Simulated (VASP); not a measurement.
Crystal: GaCuSe2.

```
CELL_PARAMETERS angstrom
3.93135 0.00000 0.00000
0.00000 3.93135 0.00000
0.00000 0.00000 5.55977
ATOMIC_POSITIONS crystal
Cu 0.00000 0.00000 0.00000
Se 0.00000 0.50000 0.25000
Se 0.50000 0.00000 0.75000
Ga 0.50000 0.50000 0.50000
```

- Program: VASP 6.6.1
- Task: relaxation of cell and atoms
- Functional: PBE
- Potentials or basis: VASP PAW PBE potentials, release 64 (Cu, Se, Ga_d)
- Cutoff: 600 eV
- k mesh: 6 × 6 × 4
- Occupations: fermi-dirac, width 0.02 eV
- Spin: no spin polarisation

At the start: pressure 4.1 GPa; volume 21.48 Å³/atom.

Problem. How do energy, volume and symmetry change on relaxing?

Solution. Over 10 steps the energy falls by 23.9 meV/atom and the volume is 22.72 Å³/atom (+5.8 %); space group P-4m2 (No. 115, to 0.05 Å).

Step by step:
```csv
step,energy change (eV),largest force (eV/Å),pressure (GPa),volume (Å³)
1,0.0000,0.6730,4.14,85.93
2,-0.0832,0.1837,-1.21,93.02
3,-0.0874,0.2616,-0.44,91.66
4,-0.0874,0.2688,-0.35,91.55
5,-0.0938,0.1369,-0.09,91.12
6,-0.0957,0.0236,0.10,90.76
7,-0.0957,0.0141,0.15,90.73
8,-0.0957,0.0055,-0.09,91.01
9,-0.0958,0.0035,-0.02,90.89
10,-0.0958,0.0044,0.01,90.88
```

Final structure:
```cif
data_structure
_symmetry_space_group_name_H-M 'P 1'
_symmetry_Int_Tables_number 1
_cell_length_a 3.9922
_cell_length_b 3.9922
_cell_length_c 5.7024
_cell_angle_alpha 90.000
_cell_angle_beta 90.000
_cell_angle_gamma 90.000
_cell_volume 90.88
loop_
_atom_site_label
_atom_site_type_symbol
_atom_site_fract_x
_atom_site_fract_y
_atom_site_fract_z
_atom_site_occupancy
Cu1 Cu 0.00000 0.00000 0.00000 1
Se1 Se 0.00000 0.50000 0.24066 1
Se2 Se 0.50000 0.00000 0.75934 1
Ga1 Ga 0.50000 0.50000 0.50000 1
```
